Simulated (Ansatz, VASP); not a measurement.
## WC in VASP and in Ansatz

Contents of INCAR:

```
ALGO     = Normal         # electronic algorithm
EDIFF    = 1E-7           # SCF threshold, eV
ENCUT    = 520            # plane-wave cutoff, eV
GGA      = PE             # functional
ISIF     = 2              # what is computed and relaxed
ISMEAR   = 0              # smearing method
LASPH    = True           # aspherical terms in the spheres
LCHARG   = False          # write CHGCAR
LREAL    = False          # projectors in reciprocal space
LWAVE    = False          # write WAVECAR
NBANDS   = 16             # bands
NELM     = 100            # most SCF steps
PREC     = Accurate       # precision mode
SIGMA    = 0.15           # smearing width, eV
```

KPOINTS

```
k-points
0
Gamma
  18 18 16
```

Contents of POSCAR:

```
WC
1.0
    2.9005014360      0.0000000000      0.0000000000
   -1.4502507180      2.5119079273      0.0000000000
    0.0000000000      0.0000000000      2.8290000000
W C
1 1
Direct
   -0.0543819855     -0.0398103764      0.0000000000
    0.6666666667      0.3333333333      0.5000000000
```

Input for Ansatz:

```yaml
crystal:
  lattice:
    - [2.900501436, 0.0, 0.0]
    - [-1.450250718, 2.5119079273, 0.0]
    - [0.0, 0.0, 2.829]
  atoms:
    - { symbol: W, position: [-0.0543819855, -0.0398103764, 0.0] }
    - { symbol: C, position: [0.6666666667, 0.3333333333, 0.5] }
basis:
  ecutwfc: 420
kpoints:
  mp_grid: { grid: [18, 18, 16] }
hamiltonian:
  xc: pbe
scf:
  occupations: { method: gaussian, width: 0.15 }
output:
  forces: true
  stress: true
  eigenvalues: true
```

Alike in both runs: task single point; functional PBE; k mesh 18 × 18 × 16; occupations gaussian, width 0.15 eV; no spin polarisation.

|  | VASP | Ansatz |
| --- | --- | --- |
| version | VASP 6.6.1 | Ansatz 0.2.0 |
| potentials or method | VASP PAW PBE potentials, release 64 (W_sv, C), cutoff 520 eV | scalar-relativistic, plane waves, PAW |
| valence electrons in the cell | 18 | 18 |

Ansatz gave:

* gap on the k mesh at the Fermi level (eV): none
* pressure (GPa): 11.4
* traceless stress, the component that is largest in VASP (GPa): -5.29
* rms of the force components (eV/Å): 1.215

What did VASP give for the same quantities?

gap on the k mesh at the Fermi level (eV): none; pressure (GPa): 12.6; traceless stress, the component that is largest in VASP (GPa): -5.50; rms of the force components (eV/Å): 1.220.

Atom by atom the forces differ by 0.005 eV/Å (rms over components). A gap of «none» marks a metal or a gap that the smearing closes.

Neither program's run includes spin-orbit coupling.
